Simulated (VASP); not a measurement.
## SiO3: single point with PBE

SiO3:

```
Si O
1.0
     3.47462    0.00000    0.00000
     0.00000    3.47462    0.00000
     0.00000    0.00000    3.47462
Si O
1 3
Direct
  0.50000 0.50000 0.50000
  0.00000 0.50000 0.50000
  0.50000 0.00000 0.50000
  0.50000 0.50000 0.00000
```

The cell was generated, and may not be a known phase.

| Property | Result |
| --- | --- |
| Program | VASP 6.6.1 |
| Task | single point |
| Functional | PBE |
| Potentials or basis | VASP PAW PBE potentials, release 64 (Si, O) |
| Cutoff | 520 eV |
| k mesh | 5 × 5 × 5 |
| Occupations | gaussian, width 0.2 eV |
| Spin | no spin polarisation |
| Dipole correction | no |
| Further INCAR settings | ALGO = Normal; EDIFF = 1e-06; NBANDS = 19 |

```
Pressure               : 0.0 GPa
Band gap on the k mesh : zero (bands 11 and 12 overlap by 1.08 eV)
```

Levels at points of the mesh, in eV from the Fermi level:
```csv
k point,band 8,band 9,band 10,band 11,band 12,band 13,band 14,band 15
"(0.00, 0.00, 0.00)",-0.51,-0.51,-0.32,-0.32,-0.32,6.41,8.96,14.23
```

Wall time 12 s on 1 thread of Intel Xeon 8259CL (shared host), peak memory 0.15 GiB.

Caveat: the k points lie up to 0.36 Å⁻¹ apart, too coarse for converged energies and pressures of a metal.
